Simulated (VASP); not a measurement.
**Y: single point with r2SCAN**

The system is Y.

```
Y
1.0
     0.00000    2.52697    2.52697
     2.52697    0.00000    2.52697
     2.52697    2.52697    0.00000
Y
1
Direct
  0.00000 0.00000 0.00000
```

```json
{
 "Program": "VASP 6.6.1",
 "Task": "single point",
 "Functional": "r2SCAN",
 "Potentials or basis": "VASP PAW PBE potentials, release 64 (Y_sv)",
 "Cutoff": "520 eV",
 "k mesh": "14 × 14 × 14",
 "Occupations": "gaussian, width 0.05 eV",
 "Spin": "no spin polarisation"
}
```

| Item | Value |
| --- | --- |
| Pressure | 1.2 GPa |

Levels at points of the mesh, in eV from the Fermi level:
```
           k point  band 1  band 2  band 3  band 4  band 5  band 6  band 7  band 8  band 9  band 10
(0.00, 0.00, 0.00)  -44.17  -23.20  -23.20  -23.20   -5.03    2.04    2.04    2.04    4.20     4.20
(0.50, 0.00, 0.00)  -44.10  -23.81  -23.28  -23.28   -2.03    0.45    1.85    1.85    5.68     5.68
(0.50, 0.50, 0.00)  -44.08  -23.77  -23.42  -23.42   -1.84   -0.88    2.05    5.71    6.09     6.09
```

It took 4.1 min on 1 thread of Intel Xeon 8259CL, on a shared host, peak memory 0.21 GiB.

Caveat: the PAW data sets were made with another functional, which shifts forces and pressure a little.
